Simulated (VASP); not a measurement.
Wanted: the native input for a VASP 6.6.1 run.

* Task: single point
* Functional: r2SCAN
* Potentials or basis: VASP PAW PBE potentials, release 64 (Hf_pv)
* Cutoff: 520 eV
* k mesh: 19 × 19 × 10
* Occupations: fermi-dirac, width 0.1 eV
* Spin: no spin polarisation
* Dipole correction: no
* Further INCAR settings: ALGO = Normal; EDIFF = 1e-07; NBANDS = 17

The system is Hf.

```xyz
2
Lattice="3.1987 0.0000 0.0000 -1.5994 2.7702 0.0000 0.0000 0.0000 5.0505" Properties=species:S:1:pos:R:3 pbc="T T T"
Hf    0.0000    1.8468    1.2626
Hf    1.5994    0.9234    3.7879
```

The input as run:

POSCAR

```
Hf
1.0
    3.1987335366      0.0000000000      0.0000000000
   -1.5993667683      2.7701845026      0.0000000000
    0.0000000000      0.0000000000      5.0505021769
Hf
2
Direct
    0.3333333333      0.6666666667      0.2500000000
    0.6666666667      0.3333333333      0.7500000000
```

INCAR.step1

```
PREC = Accurate
ENCUT = 520
ISMEAR = -1
SIGMA = 0.1
LREAL = F
LASPH = T
NELM = 80
NBANDS = 17
GGA = PE
ALGO = Normal
EDIFF = 1E-4
LWAVE = T
LCHARG = F
```

INCAR.step2

```
PREC = Accurate
ENCUT = 520
EDIFF = 1E-7
ISMEAR = -1
SIGMA = 0.1
LREAL = F
LASPH = T
NELM = 80
ALGO = Normal
ISIF = 2
LWAVE = F
LCHARG = T
METAGGA = R2SCAN
LMIXTAU = T
LELF = T
LVHAR = T
NBANDS = 17
ISTART = 1
```

KPOINTS

```
regular mesh
0
Gamma
  19 19 10
```

Potentials or basis: VASP PAW PBE potentials, release 64 (Hf_pv).

The run is started by

```console
$ cat potpaw_PBE.64/Hf_pv/POTCAR > POTCAR
$ cp INCAR.step1 INCAR
$ mpirun -np 1 vasp_std > vasp.out
$ cp INCAR.step2 INCAR
$ mpirun -np 1 vasp_std > vasp.out
```

Results of the run:

* Pressure: -0.6 GPa
* Band gap on the k mesh: zero (bands 10 and 11 overlap by 1.78 eV)

Caveat: the PAW data sets were made with another functional, which shifts forces and pressure a little; spin-orbit coupling is left out, which moves the levels of the heavy elements.

It took 6.8 min on 1 thread of Intel(R) Xeon(R) Platinum 8259CL CPU @ 2.50GHz (Skylake/Cascade Lake) (shared host), peak memory 0.28 GiB.
